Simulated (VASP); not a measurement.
A run of VASP 6.6.1:

File INCAR:

```
SYSTEM = SnO
PREC = Accurate ; ENCUT = 520
EDIFF = 1E-7 ; ISMEAR = 0
SIGMA = 0.15 ; LREAL = .FALSE.
LASPH = .TRUE. ; NELM = 80
ALGO = Normal ; ISIF = 2
LWAVE = .FALSE. ; LCHARG = .FALSE.
GGA = PS ; NBANDS = 28
```

File KPOINTS:

```
regular mesh
0
G
  12 12 10
  0 0 0
```

The input POSCAR:

```
SnO
1.0
    4.0646047638      0.0000000000      0.0000000000
    0.0000000000      4.0646047638      0.0000000000
    0.0000000000      0.0000000000      4.4946399478
Sn O
2 2
Direct
    0.0000000000      0.5000000000      0.2425296443
    0.5000000000      0.0000000000      0.7574703557
    0.0000000000      0.0000000000      0.0000000000
    0.5000000000      0.5000000000      0.0000000000
```

Potentials or basis: VASP PAW PBE potentials, release 64 (Sn_d, O).

Launch:

```bash
$ cat potpaw_PBE.64/Sn_d/POTCAR potpaw_PBE.64/O/POTCAR > POTCAR
$ mpirun -np 1 vasp_std > vasp.out
```

Hardware: 1 thread of Oxide Virtual Turin-like Processor (shared host).

Q: How long does it take, and how much memory?

A: Run time: 2.6 min on 1 thread of Oxide Virtual Turin-like Processor, on a shared host, peak memory 0.34 GiB. Counts: scf iterations 15, k points 168.
